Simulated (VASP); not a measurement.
# MgB2 (Pm) in VASP: single point with PBEsol

Aim: the single point of MgB2 with PBEsol.

Everything below comes from runs of VASP 6.6.1. Logs are shortened: lines on timing, memory, paths and dates and some standing lists are left out, and cuts for length are marked.

### 1 The cell of the first run

The structure is monoclinic, space group Pm (No. 6). The conventional cell has a = 3.067 Å, b = 3.488 Å, c = 3.067 Å, α = 90.00°, β = 120.00°, γ = 90.00°. Within 3.2 Å of Mg (site symmetry m) lie 12 B at 2.44 to 2.54 Å and 6 Mg at 3.07 Å. Within 2.3 Å of B (site symmetry m) lie 3 B at 1.70 to 1.84 Å. B (site symmetry m) has 3 B at 1.70 to 1.84 Å within 2.3 Å.

### 2 Single point, PBEsol (atom 2 (B) moved 0.08 Å along x)

File INCAR:

```
SYSTEM = MgB2
  ALGO = Normal
  EDIFF = 1E-6
  ENCUT = 520
  GGA = PS
  ISIF = 2
  ISMEAR = 0
  LASPH = .True.
  LCHARG = .False.
  LREAL = .False.
  LWAVE = .False.
  NBANDS = 11
  NELM = 60
  PREC = Accurate
  SIGMA = 0.05
```

File KPOINTS:

```
k-points
0
Gamma
  12 12 10
  0 0 0
```

File POSCAR:

```
MgB2
1.0
    3.0665287164      0.0000000000      0.0000000000
   -1.5332643582      2.6556917698      0.0000000000
    0.0000000000      0.0000000000      3.4879448063
Mg B
1 2
Direct
    0.0000000000      0.0000000000      0.0000000000
    0.3594214634      0.6666666667      0.5000000000
    0.6666666667      0.3333333333      0.5000000000
```

Potentials or basis: VASP PAW PBE potentials, release 64 (Mg, B).

Launch:

```
cat potpaw_PBE.64/Mg/POTCAR potpaw_PBE.64/B/POTCAR > POTCAR
mpirun -np 1 vasp_std > vasp.out
```

OUTCAR:

```text
SYSTEM = MgB2
   EDIFF = 1E-6
   ENCUT = 520
   GGA = PS
   ISIF = 2
   ISMEAR = 0
   LASPH = .True.
   LREAL = .False.
   NELM = 60
   PREC = Accurate

 ion  position               nearest neighbor table
   1  0.000  0.000  0.000-   2 2.44   2 2.44   3 2.49   3 2.49   3 2.49   3 2.49   3 2.49   3 2.49
                             2 2.49   2 2.49   2 2.54   2 2.54
   2  0.359  0.667  0.500-   3 1.70   3 1.77   3 1.84   1 2.44   1 2.44   1 2.49   1 2.49   1 2.54
                             1 2.54
   3  0.667  0.333  0.500-   2 1.70   2 1.77   2 1.84   1 2.49   1 2.49   1 2.49   1 2.49   1 2.49
                             1 2.49

  LATTYP: Found a hexagonal cell.
 ALAT       =     3.0665287164
 C/A-ratio  =     1.1374244721

  Lattice vectors:

 A1 = (   3.0665287164,   0.0000000000,   0.0000000000)
 A2 = (  -1.5332643582,   2.6556917698,   0.0000000000)
 A3 = (   0.0000000000,   0.0000000000,   3.4879448063)

Analysis of symmetry for initial positions (statically):
=====================================================================
 Subroutine PRICEL returns:
 Original cell was already a primitive cell.

 Routine SETGRP: Setting up the symmetry group for a
 hexagonal supercell.

 Subroutine GETGRP returns: Found  2 space group operations
 (whereof  2 operations were pure point group operations)
 out of a pool of 24 trial point group operations.

The static configuration has the point symmetry C_1h.

Analysis of symmetry for dynamics (positions and initial velocities):
=====================================================================
 Subroutine PRICEL returns:
 Original cell was already a primitive cell.

 Routine SETGRP: Setting up the symmetry group for a
 hexagonal supercell.

 Subroutine GETGRP returns: Found  2 space group operations
 (whereof  2 operations were pure point group operations)
 out of a pool of 24 trial point group operations.

The dynamic configuration has the point symmetry C_1h.

 Subroutine INISYM returns: Found  2 space group operations
 (whereof  2 operations are pure point group operations),
 and found     1 'primitive' translations

----------------------------------------------------------------------------------------

                                     Primitive cell

  volume of cell :      28.4050

  direct lattice vectors                    reciprocal lattice vectors
     3.066528716  0.000000000  0.000000000     0.326101626  0.188274861  0.000000000
    -1.533264358  2.655691770  0.000000000     0.000000000  0.376549723  0.000000000
     0.000000000  0.000000000  3.487944806     0.000000000  0.000000000  0.286701784

  length of vectors
[... 92 lines left out ...]
   POTIM  = 0.5000    time-step for ionic-motion
   TEBEG  =    0.0;   TEEND  =   0.0 temperature during run
   PSTRESS=    0.0 pullay stress
   NELECT =       8.0000    total number of electrons
   NUPDOWN=      -1.0000    fix difference up-down
   EMIN   =  10.00;   EMAX   =-10.00  energy-range for DOS
   EFERMI =   0.00;   METHOD = LEGACY
   ISMEAR =     0;   SIGMA  =   0.05  broadening in eV -4-tet -1-fermi 0-gaus
   EFERMI_NEDOS =   21; number of points for ismear=-14 and -15
   IALGO  =     38    algorithm
   IMIX   =      4    mixing-type and parameters
     AMIX     =   0.40;   BMIX     =  1.00
     AMIX_MAG =   1.60;   BMIX_MAG =  1.00
  volume/ion in A,a.u.               =       9.47        63.90
  Fermi-wavevector in a.u.,A,eV,Ry     =   1.073100  2.027864 15.667692  1.151543
  Thomas-Fermi vector in A             =   2.208889
   LORBIT       =      0    0 simple, 1 ext, 2 COOP (PROOUT), +10 PAW based schemes
   GGA     = PS    functional components
   LHFCALC =     F    Hartree Fock is set to
   AEXX    =    0.0000 exact exchange contribution
   IVDW    =     0    specifies the selected vdW correction
   LEPSILON=     F    determine dielectric tensor
   LRPA    =     F    only Hartree local field effects (RPA)
 non-spin polarized calculation
 Gauss-broadening in eV      SIGMA  =   0.05
  energy-cutoff  :      520.00
  volume of cell :       28.40
 maximum number of plane-waves:       781
   NGX = 11   NGY = 11   NGZ = 13

 number of electron       8.0000000 magnetization

 Free energy of the ion-electron system (eV)
  ---------------------------------------------------
  ext. energy  EPLUGINS =         0.00000000
  ---------------------------------------------------
  free energy    TOTEN  =       -16.19462172 eV

  energy without entropy =      -16.19361305  energy(sigma->0) =      -16.19411738

 E-fermi :   5.3214     XC(G=0): -11.0794

 val. band max:        5.3175034615   @ k =   0.2500   0.3333  -0.3000
 cond. band min:       5.3314715783   @ k =   0.0000   0.1667   0.5000
 fundamental gap:      0.0139681168
 Fermi energy:         5.3213733113

 k-point     1 :       0.0000    0.0000    0.0000
  band No.  band energies     occupation
      1      -7.1743      2.00000
      2       2.4117      2.00000
      3       5.2480      1.96214
      4       6.2365      0.00000
      5       7.1127      0.00000
      6      11.0713      0.00000
      7      12.2878      0.00000
      8      13.6534      0.00000
      9      15.4893      0.00000
     10      18.0693      0.00000
     11      21.5717      0.00000
[... 309 lines left out ...]
 k-point    24 :      -0.0833    0.2500    0.0000
  band No.  band energies     occupation
      1      -6.3284      2.00000
      2       2.6165      2.00000
      3       3.2453      2.00000
      4       4.1756      2.00000
      5       7.9559      0.00000
      6      11.5066      0.00000
      7      12.8341      0.00000
      8      13.4966      0.00000
      9      15.3404      0.00000
     10      19.2311      0.00000
     11      19.8795      0.00000

 [... further k-points ...]
[... 5 lines left out ...]
  --------------------------------------------------------------------------------------
  -------------------------------------------------------------------------------------
  Total        0.2663334     -0.0146463      0.0929733     -0.3278171      0.0000000      0.0000000
  in kB       15.0224918     -0.8261238      5.2441403    -18.4904646      0.0000000      0.0000000
  external PRESSURE =       6.4801694 kB  Pullay stress =       0.0000000 kB

 VOLUME and BASIS-vectors are now :
 -----------------------------------------------------------------------------
  energy-cutoff  :      520.00
  volume of cell :       28.40
      direct lattice vectors                 reciprocal lattice vectors
     3.066528716  0.000000000  0.000000000     0.326101626  0.188274861  0.000000000
    -1.533264358  2.655691770  0.000000000     0.000000000  0.376549723  0.000000000
     0.000000000  0.000000000  3.487944806     0.000000000  0.000000000  0.286701784

 POSITION                                       TOTAL-FORCE (eV/Angst)
 -----------------------------------------------------------------------------------
      0.00000      0.00000      0.00000         0.199370      0.014292      0.000000
      0.08000      1.77046      1.74397        -0.654471      0.149474      0.000000
      1.53326      0.88523      1.74397         0.455100     -0.163766      0.000000
 -----------------------------------------------------------------------------------
    total drift:                                0.000011     -0.000001      0.000000

  FREE ENERGIE OF THE ION-ELECTRON SYSTEM (eV)
  ---------------------------------------------------
  free  energy   TOTEN  =       -16.1946217159 eV

  energy  without entropy=      -16.1936130490  energy(sigma->0) =      -16.19411738
```

stdout:

```text
POSCAR found type information on POSCAR MgB
 POSCAR found :  2 types and       3 ions
 scaLAPACK will be used
 -----------------------------------------------------------------------------
|                                                                             |
|                                                                             |
|     You enforced a specific xc type in the INCAR file but a different       |
|     I HOPE YOU KNOW WHAT YOU ARE DOING!                                     |
|                                                                             |
 -----------------------------------------------------------------------------

 LDA part: xc-table for (Slater+PW92), standard interpolation
 POSCAR, INCAR and KPOINTS ok, starting setup
 FFT: planning ... GRIDC
 FFT: planning ... GRID_SOFT
 FFT: planning ... GRID
 WAVECAR not read
 entering main loop
```

Wall time 94 s (1 thread of Intel Xeon Platinum 8259CL at 2.50GHz (Skylake/Cascade Lake), shared host); peak memory 0.26 GiB.

Results:

- Free energy: -16.1946 eV
- Pressure: 0.6 GPa
- Largest force: 0.671 eV/Å
- Band gap on the k mesh: zero (bands 4 and 5 overlap by 3.49 eV)

Forces in eV/Å, atoms in the order of the input:
```
Mg   0.199  0.014  0.000
B   -0.654  0.149  0.000
B    0.455 -0.164  0.000
```

Stress tensor (GPa, compression positive):
```
 1.50 -1.85  0.00
-1.85 -0.08  0.00
 0.00  0.00  0.52
```

Caveat: the cell differs from its parent crystal (atom 2 (B) moved 0.08 Å along x); the PAW data sets were made with another functional, which shifts forces and pressure a little.
